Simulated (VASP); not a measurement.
Input of a VASP 6.6.1 run:

Contents of INCAR:

```
ALGO = Fast
EDIFF = 1E-6
ENCUT = 520
GGA = PS
ISIF = 2
ISMEAR = 0
LASPH = T
LCHARG = F
LREAL = F
LWAVE = F
NBANDS = 19
NELM = 100
PREC = Accurate
SIGMA = 0.15
```

Contents of KPOINTS:

```
k-points
0
Gamma
  18 18 10
```

Contents of POSCAR:

```
Zr
1.0
    3.2319982225      0.0000000000      0.0121199933
   -1.6159991112      2.7989925657     -0.0060599967
    0.0193012500      0.0000000000      5.1470000000
Zr
2
Direct
    0.3333333333      0.6666666667      0.2500000000
    0.6666666667      0.3333333333      0.7500000000
```

Potentials or basis: VASP PAW PBE potentials, release 64 (Zr_sv).

Launch:

```console
$ cat potpaw_PBE.64/Zr_sv/POTCAR > POTCAR
$ mpirun -np 1 vasp_std > vasp.out
```

Q: Estimate the band gap on the k mesh.

A: Zero (bands 12 and 13 overlap by 1.20 eV).

Q: Estimate the pressure.

A: -3.3 GPa.

Stress tensor (GPa, compression positive):
```
-3.40  0.00 -0.18
 0.00 -3.40  0.00
-0.18  0.00 -2.95
```

Caveat: the cell differs from its parent crystal (strain +0.0075 x Voigt [0, 0, 0, 0, 1, 0]); the cell stands under tension; the PAW data sets were made with another functional, which shifts forces and pressure a little.
